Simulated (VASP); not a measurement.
Here is a VASP 6.6.1 calculation.

Contents of INCAR:

```
PREC = Accurate ; ENCUT = 520
EDIFF = 1E-6 ; ISMEAR = 0
SIGMA = 0.02 ; LREAL = False
LASPH = True ; NELM = 80
ALGO = Normal ; ISIF = 2
LWAVE = False ; LCHARG = False
GGA = PS ; IBRION = 2
NSW = 60 ; EDIFFG = -0.002
```

File KPOINTS:

```
regular mesh
0
Gamma
  9 9 6
```

Contents of POSCAR:

```
BN
1.0
    2.5024521521      0.0000000000      0.0000000000
   -1.2512260760      2.1671871355      0.0000000000
    0.0000000000      0.0000000000      4.2125437422
B N
2 2
Direct
    0.3333333333      0.6666666667     -0.0001870908
    0.6666666667      0.3333333333      0.4998129092
    0.3333333333      0.6666666667      0.3741870908
    0.6666666667      0.3333333333      0.8741870908
```

Potentials or basis: VASP PAW PBE potentials, release 64 (B, N).

The run is started by

```console
$ cat potpaw_PBE.64/B/POTCAR potpaw_PBE.64/N/POTCAR > POTCAR
$ mpirun -np 1 vasp_std > vasp.out
```

Predict the energy gained by relaxing.

0.0 meV/atom.

What does it give for the band gap on the k mesh?

4.78 eV, indirect (least direct gap 8.16 eV).

Stress tensor (GPa, compression positive):
```
18.33  0.00  0.00
 0.00 18.33  0.00
 0.00  0.00  0.15
```

Caveat: the cell differs from its parent crystal (strained cell); the PAW data sets were made with another functional, which shifts forces and pressure a little. A k mesh can miss the band edges.
